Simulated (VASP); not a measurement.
**P: relaxation of cell and atoms with PBE**

P:

```xyz
2
Lattice="1.7456 3.0235 0.0000 -1.7456 3.0235 0.0000 -1.7456 1.0078 3.2371" Properties=species:S:1:pos:R:3 pbc="T T T"
P    -1.7456    3.0235    2.2097
P     0.0000    4.0314    1.0274
```

- Program: VASP 6.6.1
- Task: relaxation of cell and atoms
- Functional: PBE
- Potentials or basis: VASP PAW PBE potentials, release 64 (P)
- Cutoff: 600 eV
- k mesh: 9 × 9 × 9
- Occupations: gaussian, width 0.0147 eV
- Spin: no spin polarisation
- Target pressure: 5 GPa
- Dipole correction: no
- Further INCAR settings: ALGO = Normal; EDIFF = 1e-06; IBRION = 2; EDIFFG = -0.03; NSW = 60; ISIF = 3

The relaxed volume is 14.85 Å³/atom. The relaxed cell is a = 3.417 Å, b = 3.417 Å, c = 3.538 Å, α = 61.13°, β = 90.00°, γ = 60.00°. The space group after relaxing (to 0.1 Å) is R-3m (No. 166) and the energy change on relaxing (the run minimises the enthalpy) is +11.3 meV/atom. The ionic steps are 16, the pressure after relaxing is 5.0 GPa and the largest force after relaxing is 0.005 eV/Å. The band gap on the k mesh is zero (bands 5 and 6 overlap by 0.97 eV).

Forces in eV/Å, atoms in the order of the input:
```
P    0.000  0.000  0.005
P    0.000  0.000 -0.005
```

Stress tensor (GPa, compression positive):
```
5.05 0.00 0.00
0.00 5.05 0.00
0.00 0.00 4.92
```

The path:
| step | energy change (eV) | largest force (eV/Å) | pressure (GPa) | volume (Å³) |
| --- | --- | --- | --- | --- |
| 1 | 0.0000 | 0.3510 | -2.94 | 34.17 |
| 2 | 0.0766 | 0.8331 | 10.08 | 30.15 |
| 3 | 0.0090 | 0.3508 | 4.45 | 31.54 |
| 4 | 0.0106 | 0.3667 | 4.65 | 31.49 |
| 5 | 0.0083 | 0.2632 | 4.91 | 30.94 |
| 6 | 0.0195 | 0.2084 | 5.18 | 30.08 |
| 7 | 0.0858 | 0.1974 | 8.46 | 28.36 |
| 8 | 0.0401 | 0.1245 | 6.68 | 29.29 |
| 9 | 0.0336 | 0.1656 | 6.24 | 29.48 |
| 10 | 0.0124 | 0.0663 | 3.27 | 30.10 |
| 11 | 0.0180 | 0.0596 | 4.51 | 29.87 |
| 12 | 0.0186 | 0.0709 | 4.62 | 29.85 |
| 13 | 0.0211 | 0.0436 | 4.68 | 29.75 |
| 14 | 0.0202 | 0.0118 | 4.66 | 29.78 |
| 15 | 0.0256 | 0.0251 | 5.39 | 29.61 |
| 16 | 0.0226 | 0.0051 | 5.00 | 29.70 |

Final structure:
```yaml
crystal:
  lattice:
    - [1.70852, 2.95924, 0.00000]
    - [-1.70852, 2.95924, 0.00000]
    - [-1.70852, 0.98641, 2.93714]
  atoms:
    - { symbol: P, position: [0.23345, 0.53309, 0.70036] }
    - { symbol: P, position: [0.76655, 0.46691, 0.29964] }
```

Levels at points of the mesh, in eV from the Fermi level:
```csv
k point,band 3,band 4,band 5,band 6,band 7,band 8
"(0.00, 0.00, 0.00)",-2.80,-2.80,-2.51,2.15,3.24,3.24
```

Wall time 83 s on 1 thread of Intel(R) Xeon(R) 6975P-C (Granite Rapids), with other jobs on the host, peak memory 0.17 GiB.

Caveat: the cell is relaxed towards a set pressure, so the run minimises the enthalpy, not the energy.
